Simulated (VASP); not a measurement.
Input of a VASP 6.6.1 run:

File INCAR:

```
SYSTEM = Cr
PREC     = Accurate       ! precision mode
ENCUT    = 520            ! plane-wave cutoff, eV
EDIFF    = 1E-6           ! SCF threshold, eV
ISMEAR   = -1             ! smearing method
SIGMA    = 0.1            ! smearing width, eV
LREAL    = .False.        ! projectors in reciprocal space
LASPH    = .True.         ! aspherical terms in the spheres
NELM     = 80             ! most SCF steps
ALGO     = Normal         ! electronic algorithm
ISIF     = 2              ! what is computed and relaxed
LWAVE    = .False.        ! write WAVECAR
LCHARG   = .False.        ! write CHGCAR
GGA      = RP             ! functional
NBANDS   = 12             ! bands
```

KPOINTS

```
regular mesh
0
Gamma
  15 15 15
  0 0 0
```

The input POSCAR:

```
Cr
1.0
   -1.4341531874      1.4341531874      1.4341531874
    1.4341531874     -1.4341531874      1.4341531874
    1.4341531874      1.4341531874     -1.4341531874
Cr
1
Direct
    0.0000000000      0.0000000000      0.0000000000
```

Potentials or basis: VASP PAW PBE potentials, release 64 (Cr_pv).

Command:

```bash
$ cat potpaw_PBE.64/Cr_pv/POTCAR > POTCAR
$ mpirun -np 1 vasp_std > vasp.out
```

**Question.** Estimate the band gap on the k mesh.

**Answer.** Zero (band 6 reaches 13.03 eV, above the bottom of band 7 at 9.91 eV).

**Question.** Predict the pressure.

**Answer.** -0.4 GPa.

Caveat: the PAW data sets were made with another functional, which shifts forces and pressure a little; the run has no spin polarisation, though such a crystal can be magnetic. Spin polarisation is off, so any magnetic state and its effect on volume and gap are missing.
